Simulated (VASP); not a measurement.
Wanted: the native input for a VASP 6.6.1 run.

- Task: single point
- Functional: PBE
- Potentials or basis: VASP PAW PBE potentials, release 64 (Cd, Se)
- Cutoff: 500 eV
- k mesh: 6 × 6 × 2
- Occupations: gaussian, width 0.01 eV
- Spin: no spin polarisation
- Dipole correction: no
- Further INCAR settings: ALGO = Normal; EDIFF = 1e-06; NBANDS = 26

The structure of CdSe (Cadmoselite) lies in POSCAR:

```
CdSe
1.0
    4.3000000000      0.0000000000      0.0000000000
   -2.1500000000      3.7239092363      0.0000000000
    0.0000000000      0.0000000000      7.0200000000
Cd Se
2 2
Direct
    0.3333333333      0.6666666667      0.0000000000
    0.6666666667      0.3333333333      0.5000000000
    0.3333333333      0.6666666667      0.3850000000
    0.6666666667      0.3333333333      0.8850000000
```

These files were run (other wordings do the same):

INCAR

```
ALGO = Normal ; EDIFF = 1E-6
ENCUT = 500 ; GGA = PE
GGA_COMPAT = False ; ISIF = 2
ISMEAR = 0 ; LASPH = True
LCHARG = False ; LREAL = False
LWAVE = False ; NBANDS = 26
NELM = 120 ; PREC = Accurate
SIGMA = 0.01
```

KPOINTS

```
k-points
0
Gamma
  6 6 2
```

Potentials or basis: VASP PAW PBE potentials, release 64 (Cd, Se).

Command:

```console
$ cat potpaw_PBE.64/Cd/POTCAR potpaw_PBE.64/Se/POTCAR > POTCAR
$ mpirun -np 1 vasp_std > vasp.out
```

It gave:

The pressure is 3.3 GPa, the largest force is 0.293 eV/Å and the band gap on the k mesh is 0.70 eV, direct.

Caveat: the k points lie up to 0.45 Å⁻¹ apart.

Wall time 60 s on 1 thread of Intel Xeon 8259CL (shared host), peak memory 0.23 GiB.
